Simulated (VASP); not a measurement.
# ZnO (P6_3mc) in VASP: further runs

The runs below take ZnO through single point, relaxation of cell and atoms, with r2SCAN, PBE, PBEsol.

All numbers are computed with VASP 6.6.1; they aren't measurements. Logs are shortened: lines on timing, memory, paths and dates and some standing lists are left out, and cuts for length are marked.

### 1 The cell of the first run

Symmetry: P6_3mc, No. 186, hexagonal system. The conventional cell has a = 3.235 Å, b = 3.235 Å, c = 5.211 Å, α = 90.00°, β = 90.00°, γ = 120.00°. Zn (site symmetry 3m) has 4 O at 1.97 to 1.98 Å within 2.6 Å. O (site symmetry 3m) has 4 Zn at 1.97 to 1.98 Å within 2.6 Å.

### 2 Single point, r2SCAN

Input file POSCAR:

```
ZnO
1.0
    3.2353406703      0.0000000001      0.0000000000
   -1.6176703352      2.8018872104      0.0000000000
    0.0000000000      0.0000000000      5.2109522595
Zn O
2 2
Direct
    0.3333333333      0.6666666667     -0.0023477325
    0.6666666667      0.3333333333      0.4976522675
    0.3333333333      0.6666666667      0.3773477325
    0.6666666667      0.3333333333      0.8773477325
```

Input file INCAR.step1:

```
SYSTEM = ZnO
ALGO     = Normal         ! electronic algorithm
EDIFF    = 1E-4           ! SCF threshold, eV
ENCUT    = 520            ! plane-wave cutoff, eV
GGA      = PE             ! functional
ISMEAR   = 0              ! smearing method
LASPH    = .True.         ! aspherical terms in the spheres
LCHARG   = .False.        ! write CHGCAR
LREAL    = .False.        ! projectors in reciprocal space
LWAVE    = .True.         ! write WAVECAR
NBANDS   = 26             ! bands
NELM     = 80             ! most SCF steps
PREC     = Accurate       ! precision mode
SIGMA    = 0.01           ! smearing width, eV
```

Input file INCAR.step2:

```
SYSTEM = ZnO
ALGO     = Normal         ! electronic algorithm
EDIFF    = 1E-6           ! SCF threshold, eV
ENCUT    = 520            ! plane-wave cutoff, eV
ISIF     = 2              ! what is computed and relaxed
ISMEAR   = 0              ! smearing method
ISTART   = 1            
LASPH    = .True.         ! aspherical terms in the spheres
LCHARG   = .False.        ! write CHGCAR
LMIXTAU  = .True.       
LREAL    = .False.        ! projectors in reciprocal space
LWAVE    = .False.        ! write WAVECAR
METAGGA  = R2SCAN         ! meta-GGA
NBANDS   = 26             ! bands
NELM     = 80             ! most SCF steps
PREC     = Accurate       ! precision mode
SIGMA    = 0.01           ! smearing width, eV
```

Input file KPOINTS:

```
k-points
0
Gamma
  12 12 6
  0 0 0
```

Potentials or basis: VASP PAW PBE potentials, release 64 (Zn, O).

On the command line:

```bash
> cat potpaw_PBE.64/Zn/POTCAR potpaw_PBE.64/O/POTCAR > POTCAR
> cp INCAR.step1 INCAR
> mpirun -np 1 vasp_std > vasp.out
> cp INCAR.step2 INCAR
> mpirun -np 1 vasp_std > vasp.out
```

OUTCAR:

```text
SYSTEM = ZnO
   EDIFF = 1E-6
   ENCUT = 520
   ISIF = 2
   ISMEAR = 0
   ISTART = 1
   LASPH = .True.
   LREAL = .False.
   METAGGA = R2SCAN
   NELM = 80
   PREC = Accurate

 ion  position               nearest neighbor table
   1  0.333  0.667  0.998-   4 1.97   4 1.97   4 1.97   3 1.98
   2  0.667  0.333  0.498-   3 1.97   3 1.97   3 1.97   4 1.98
   3  0.333  0.667  0.377-   2 1.97   2 1.97   2 1.97   1 1.98
   4  0.667  0.333  0.877-   1 1.97   1 1.97   1 1.97   2 1.98

  LATTYP: Found a hexagonal cell.
 ALAT       =     3.2353406703
 C/A-ratio  =     1.6106347957

  Lattice vectors:

 A1 = (   3.2353406703,   0.0000000001,   0.0000000000)
 A2 = (  -1.6176703352,   2.8018872104,   0.0000000000)
 A3 = (   0.0000000000,   0.0000000000,   5.2109522595)

Analysis of symmetry for initial positions (statically):
=====================================================================
 Subroutine PRICEL returns:
 Original cell was already a primitive cell.

 Routine SETGRP: Setting up the symmetry group for a
 hexagonal supercell.

 Subroutine GETGRP returns: Found 12 space group operations
 (whereof  6 operations were pure point group operations)
 out of a pool of 24 trial point group operations.

The static configuration has the point symmetry C_3v.
 The point group associated with its full space group is C_6v.

Analysis of symmetry for dynamics (positions and initial velocities):
=====================================================================
 Subroutine PRICEL returns:
 Original cell was already a primitive cell.

 Routine SETGRP: Setting up the symmetry group for a
 hexagonal supercell.

 Subroutine GETGRP returns: Found 12 space group operations
 (whereof  6 operations were pure point group operations)
 out of a pool of 24 trial point group operations.

The dynamic configuration has the point symmetry C_3v.
 The point group associated with its full space group is C_6v.

 Subroutine INISYM returns: Found 12 space group operations
 (whereof  6 operations are pure point group operations),
 and found     1 'primitive' translations

----------------------------------------------------------------------------------------

                                     Primitive cell

  volume of cell :      47.2376

[... 84 lines left out ...]
   ISTART =      1    job   : 0-new  1-cont  2-samecut
   ICHARG =      0    charge: 1-file 2-atom 10-const
   ISPIN  =      1    spin polarized calculation?
   LNONCOLLINEAR =      F non collinear calculations
   LSORBIT =      F    spin-orbit coupling
   LASPH  =      T    aspherical Exc in radial PAW
   ENCUT  =  520.0 eV  38.22 Ry    6.18 a.u.   6.02  6.02  9.69*2*pi/ulx,y,z
   NELM   =     80;   NELMIN=  2; NELMDL=  0     # of ELM steps
   EDIFF  = 0.1E-05   stopping-criterion for ELM
   LREAL  =      F    real-space projection
   EDIFFG = 0.1E-04   stopping-criterion for IOM
   NSW    =      0    number of steps for IOM
   IBRION =     -1    ionic relax: 0-MD 1-quasi-New 2-CG
   NFREE  =      0    steps in history (QN), initial steepest desc. (CG)
   ISIF   =      2    stress and relaxation
   ISYM   =      2    0-nonsym 1-usesym 2-fastsym
   POTIM  = 0.5000    time-step for ionic-motion
   TEBEG  =    0.0;   TEEND  =   0.0 temperature during run
   PSTRESS=    0.0 pullay stress
   NELECT =      36.0000    total number of electrons
   NUPDOWN=      -1.0000    fix difference up-down
   EMIN   =  10.00;   EMAX   =-10.00  energy-range for DOS
   EFERMI =   0.00;   METHOD = LEGACY
   ISMEAR =     0;   SIGMA  =   0.01  broadening in eV -4-tet -1-fermi 0-gaus
   EFERMI_NEDOS =   21; number of points for ismear=-14 and -15
   IALGO  =     38    algorithm
   IMIX   =      4    mixing-type and parameters
     AMIX     =   0.40;   BMIX     =  1.00
     AMIX_MAG =   1.60;   BMIX_MAG =  1.00
  volume/ion in A,a.u.               =      11.81        79.69
  Fermi-wavevector in a.u.,A,eV,Ry     =   1.495362  2.825825 30.424100  2.236108
  Thomas-Fermi vector in A             =   2.607517
   LORBIT       =      0    0 simple, 1 ext, 2 COOP (PROOUT), +10 PAW based schemes
   METAGGA = R2SCAN    functional components
   LHFCALC =     F    Hartree Fock is set to
   AEXX    =    0.0000 exact exchange contribution
   IVDW    =     0    specifies the selected vdW correction
   LEPSILON=     F    determine dielectric tensor
   LRPA    =     F    only Hartree local field effects (RPA)
 non-spin polarized calculation
 Gauss-broadening in eV      SIGMA  =   0.01
  energy-cutoff  :      520.00
  volume of cell :       47.24
 maximum number of plane-waves:      1296
   NGX = 13   NGY = 13   NGZ = 19

 number of electron      36.0000032 magnetization

 Free energy of the ion-electron system (eV)
  ---------------------------------------------------
  ext. energy  EPLUGINS =         0.00000000
  ---------------------------------------------------
  free energy    TOTEN  =       -36.31788566 eV

  energy without entropy =      -36.31788566  energy(sigma->0) =      -36.31788566

 E-fermi :   1.0277     XC(G=0): -11.7065

 val. band max:        0.9187479996   @ k =   0.0000   0.0000   0.0000
 cond. band min:       2.1533081208   @ k =   0.0000   0.0000   0.0000
 fundamental gap:      1.2345601213
 Fermi energy:         1.0277243402

 k-point     1 :       0.0000    0.0000    0.0000
  band No.  band energies     occupation
      1     -18.2268      2.00000
      2     -17.5306      2.00000
      3      -4.9398      2.00000
      4      -4.9397      2.00000
      5      -4.8829      2.00000
      6      -4.8352      2.00000
[... 685 lines left out ...]
     25      15.2096      0.00000
     26      15.8846      0.00000

 [... further k-points ...]
[... 5 lines left out ...]
  --------------------------------------------------------------------------------------
  -------------------------------------------------------------------------------------
  Total        0.2986432      0.2986432      0.3233900      0.0000000      0.0000000      0.0000000
  in kB       10.1292058     10.1292058     10.9685554      0.0000000      0.0000000      0.0000000
  external PRESSURE =      10.4089890 kB  Pullay stress =       0.0000000 kB

 VOLUME and BASIS-vectors are now :
 -----------------------------------------------------------------------------
  energy-cutoff  :      520.00
  volume of cell :       47.24
      direct lattice vectors                 reciprocal lattice vectors
     3.235340670  0.000000000  0.000000000     0.309086462  0.178451152  0.000000000
    -1.617670335  2.801887210  0.000000000    -0.000000000  0.356902304  0.000000000
     0.000000000  0.000000000  5.210952259     0.000000000  0.000000000  0.191903504

 POSITION                                       TOTAL-FORCE (eV/Angst)
 -----------------------------------------------------------------------------------
     -0.00000      1.86792      5.19872         0.000000      0.000000      0.003148
      1.61767      0.93396      2.59324         0.000000     -0.000000      0.003148
     -0.00000      1.86792      1.96634        -0.000000     -0.000000     -0.003148
      1.61767      0.93396      4.57182         0.000000     -0.000000     -0.003148
 -----------------------------------------------------------------------------------
    total drift:                                0.000001      0.000002     -0.001045

  FREE ENERGIE OF THE ION-ELECTRON SYSTEM (eV)
  ---------------------------------------------------
  free  energy   TOTEN  =       -36.3178856565 eV

  energy  without entropy=      -36.3178856565  energy(sigma->0) =      -36.31788566
```

It took 95 s on 1 thread of Intel Xeon 6975P-C (Granite Rapids), shared host; peak memory 0.22 GiB.

What came out:

```
Free energy            : -36.3179 eV
Pressure               : 1.0 GPa
Largest force          : 0.003 eV/Å
Band gap on the k mesh : 1.23 eV, direct
```

Forces on the atoms (eV/Å):
```
Zn   0.000  0.000  0.003
Zn   0.000  0.000  0.003
O    0.000  0.000 -0.003
O    0.000  0.000 -0.003
```

Caveat: the PAW data sets were made with another functional, which shifts forces and pressure a little. r2SCAN opens gaps a little over a GGA but as a rule still falls short of measured ones.

### 3 Relaxation of cell and atoms, PBE

This run uses another cell than the first one, of 7.82 Å³/atom, 0.662 times its volume.

Input file INCAR:

```
SYSTEM = ZnO
PREC     = Accurate       ! precision mode
ENCUT    = 600            ! plane-wave cutoff, eV
EDIFF    = 1E-6           ! SCF threshold, eV
ISMEAR   = -1             ! smearing method
SIGMA    = 0.02           ! smearing width, eV
LREAL    = .FALSE.        ! projectors in reciprocal space
LASPH    = .TRUE.         ! aspherical terms in the spheres
NELM     = 100            ! most SCF steps
ALGO     = Normal         ! electronic algorithm
ISIF     = 3              ! what is computed and relaxed
LWAVE    = .FALSE.        ! write WAVECAR
LCHARG   = .FALSE.        ! write CHGCAR
GGA      = PE             ! functional
IBRION   = 2              ! ionic algorithm
NSW      = 80             ! ionic steps
EDIFFG   = -0.005         ! ionic threshold
```

Input file KPOINTS:

```
regular mesh
0
G
  12 12 6
  0 0 0
```

Input file POSCAR:

```
ZnO
1.0
    2.8069519459      0.0000000000      0.0000000000
   -1.4034759730      2.4308916924      0.0000000000
    0.0000000000      0.0000000000      4.5837525277
Zn O
2 2
Direct
    0.3333333333      0.6666666667      0.0000000000
    0.6666666667      0.3333333333      0.5000000000
    0.3333333333      0.6666666667      0.3750000000
    0.6666666667      0.3333333333      0.8750000000
```

Potentials or basis: VASP PAW PBE potentials, release 64 (Zn, O).

On the command line:

```bash
> cat potpaw_PBE.64/Zn/POTCAR potpaw_PBE.64/O/POTCAR > POTCAR
> mpirun -np 1 vasp_std > vasp.out
```

Wall time 3.5 min (1 thread of Intel Xeon 6975P-C (Granite Rapids), shared host); peak memory 0.2 GiB.

It converged, with:

```yaml
Free_energy: -17.8113 eV
Relaxed_volume: 12.29 Å³/atom
Relaxed_cell: a = 3.275 Å, b = 3.275 Å, c = 5.294 Å, α = 90.00°, β = 90.00°, γ = 120.00°
Space_group_after_relaxing_to_0.05_Å: P6_3mc (No. 186)
Energy_gained_by_relaxing: 1555.0 meV/atom
Ionic_steps: 18
Pressure_after_relaxing: 0.0 GPa
Band_gap_on_the_k_mesh: 0.73 eV, direct
```

The path:
| step | energy change (eV) | largest force (eV/Å) | pressure (GPa) | volume (Å³) |
| --- | --- | --- | --- | --- |
| 1 | 0.0000 | 0.1259 | 165.30 | 31.28 |
| 2 | -0.9636 | 0.0633 | -35.79 | 83.85 |
| 3 | -6.1801 | 0.0774 | -5.65 | 51.21 |
| 4 | -6.2110 | 0.0757 | -2.43 | 49.99 |
| 5 | -6.2173 | 0.0741 | 0.03 | 49.13 |
| 6 | -6.2159 | 0.0749 | -1.14 | 49.55 |
| 7 | -6.2180 | 0.0501 | 0.73 | 48.99 |
| 8 | -6.2181 | 0.0544 | 0.21 | 49.09 |
| 9 | -6.2181 | 0.0540 | 0.22 | 49.08 |
| 10 | -6.2181 | 0.0524 | 0.34 | 49.03 |
| 11 | -6.2181 | 0.0527 | 0.35 | 49.06 |
| 12 | -6.2181 | 0.0538 | 0.28 | 49.07 |
| 13 | -6.2189 | 0.0372 | 0.16 | 49.10 |
| 14 | -6.2200 | 0.0077 | 0.00 | 49.17 |
| 15 | -6.2200 | 0.0116 | -0.02 | 49.18 |
| 16 | -6.2200 | 0.0065 | 0.07 | 49.16 |
| 17 | -6.2200 | 0.0016 | 0.03 | 49.17 |
| 18 | -6.2200 | 0.0007 | -0.01 | 49.17 |

Final structure:
```xyz
4
Lattice="3.2748 0.0000 0.0000 -1.6374 2.8361 0.0000 0.0000 0.0000 5.2938" Properties=species:S:1:pos:R:3 pbc="T T T"
Zn    0.0000    1.8907    5.2840
Zn    1.6374    0.9454    2.6371
O     0.0000    1.8907    1.9950
O     1.6374    0.9454    4.6419
```

Levels at points of the mesh, in eV from the valence-band top:
```csv
k point,band 16,band 17,band 18,band 19,band 20,band 21
"(0.00, 0.00, 0.00)",-0.08,0.00,0.00,0.73,5.11,8.07
"(0.50, 0.00, 0.00)",-2.15,-1.24,-0.79,5.64,6.83,7.52
"(0.00, 0.00, 0.50)",-0.37,-0.37,-0.37,3.37,3.37,9.92
"(0.50, 0.00, 0.50)",-1.43,-1.33,-1.33,5.64,5.64,8.25
```

Caveat: the volume moved by over 15 % at a fixed basis, so the end points are rough. PBE gaps usually lie below the measured ones, often by a third to a half.

### 4 Relaxation of cell and atoms, PBEsol

This run uses another cell than the first one, of 12.33 Å³/atom, 1.044 times its volume.

Input file INCAR:

```
SYSTEM = ZnO
PREC = Accurate ; ENCUT = 600
EDIFF = 1E-7 ; ISMEAR = -1
SIGMA = 0.02 ; LREAL = .False.
LASPH = .True. ; NELM = 80
ALGO = Normal ; ISIF = 3
LWAVE = .False. ; LCHARG = .False.
GGA = PS ; IBRION = 2
NSW = 80 ; EDIFFG = -0.005
```

Input file KPOINTS:

```
regular mesh
0
Gamma
  12 12 4
  0 0 0
```

Input file POSCAR:

```
ZnO
1.0
    3.2793887296      0.0000000000      0.0000000000
   -1.6396943649      2.8400339487      0.0000000000
    0.0000000000      0.0000000000      5.2939075206
Zn O
2 2
Direct
    0.3333333333      0.6666666667     -0.0020276136
    0.6666666667      0.3333333333      0.4979723864
    0.3333333333      0.6666666667      0.3770276136
    0.6666666667      0.3333333333      0.8770276136
```

On the command line:

```bash
> cat potpaw_PBE.64/Zn/POTCAR potpaw_PBE.64/O/POTCAR > POTCAR
> mpirun -np 1 vasp_std > vasp.out
```

It took 75 s on 1 thread of Intel Xeon 6975P-C (Granite Rapids), shared host; peak memory 0.22 GiB.

It converged, with:

```yaml
Free_energy: -19.4190 eV
Relaxed_volume: 11.84 Å³/atom
Relaxed_cell: a = 3.236 Å, b = 3.236 Å, c = 5.223 Å, α = 90.00°, β = 90.00°, γ = 120.00°
Space_group_after_relaxing_to_0.05_Å: P6_3mc (No. 186)
Energy_gained_by_relaxing: 8.3 meV/atom
Ionic_steps: 3
Pressure_after_relaxing: 0.0 GPa
Largest_force_after_relaxing: 0.004 eV/Å
Band_gap_on_the_k_mesh: 0.68 eV, direct
```

Forces on the atoms (eV/Å):
```
Zn   0.000  0.000  0.004
Zn   0.000  0.000  0.004
O    0.000  0.000 -0.004
O    0.000  0.000 -0.004
```

Step by step:
| step | energy change (eV) | largest force (eV/Å) | pressure (GPa) | volume (Å³) |
| --- | --- | --- | --- | --- |
| 1 | 0.0000 | 0.0022 | -5.28 | 49.31 |
| 2 | -0.0252 | 0.0047 | 2.90 | 46.46 |
| 3 | -0.0333 | 0.0039 | -0.01 | 47.36 |

Final structure:
```yaml
crystal:
  lattice:
    - [3.23576, 0.00000, 0.00000]
    - [-1.61788, 2.80225, 0.00000]
    - [0.00000, 0.00000, 5.22350]
  atoms:
    - { symbol: Zn, position: [0.33333, 0.66667, 0.99799] }
    - { symbol: Zn, position: [0.66667, 0.33333, 0.49799] }
    - { symbol: O, position: [0.33333, 0.66667, 0.37701] }
    - { symbol: O, position: [0.66667, 0.33333, 0.87701] }
```

Levels at points of the mesh, in eV from the valence-band top:
```
           k point  band 16  band 17  band 18  band 19  band 20  band 21
(0.00, 0.00, 0.00)    -0.09     0.00     0.00     0.68     5.14     8.08
(0.50, 0.00, 0.00)    -2.30    -1.32    -0.85     5.71     6.72     7.43
(0.00, 0.00, 0.50)    -0.40    -0.40    -0.40     3.37     3.37     9.94
(0.50, 0.00, 0.50)    -1.53    -1.40    -1.40     5.57     5.57     8.37
```

Caveat: the PAW data sets were made with another functional, which shifts forces and pressure a little. A hybrid or GW would open this gap; PBEsol tends to underestimate it.

### 5 The runs side by side

| task | level | cell | k mesh | cutoff (eV) | smearing | gap on the mesh (eV) | pressure (GPa) | relaxed volume (Å³/atom) |
| --- | --- | --- | --- | --- | --- | --- | --- | --- |
| single point | r2SCAN | a = 3.235, b = 3.235, c = 5.211 Å, angles 90.0, 90.0, 120.0°, 4 atoms | 12 × 12 × 6 | 520 | gaussian 0.01 eV | 1.23 | 1.0 | - |
| relaxation of cell and atoms | PBE | relaxed from a = 2.807, b = 2.807, c = 4.584 Å, angles 90.0, 90.0, 120.0°, 4 atoms | 12 × 12 × 6 | 600 | fermi-dirac 0.02 eV | 0.73 | 0.0 | 12.29 |
| relaxation of cell and atoms | PBEsol | relaxed from a = 3.279, b = 3.279, c = 5.294 Å, angles 90.0, 90.0, 120.0°, 4 atoms | 12 × 12 × 4 | 600 | fermi-dirac 0.02 eV | 0.68 | 0.0 | 11.84 |

Alike in all rows: potentials or basis VASP PAW PBE potentials, release 64 (Zn, O); no spin polarisation.

Caveats: the PAW data sets were made with another functional, which shifts forces and pressure a little (some runs); the volume moved by over 15 % at a fixed basis, so the end points are rough (some runs).

Absolute energies hang on the potentials; compare differences alone.
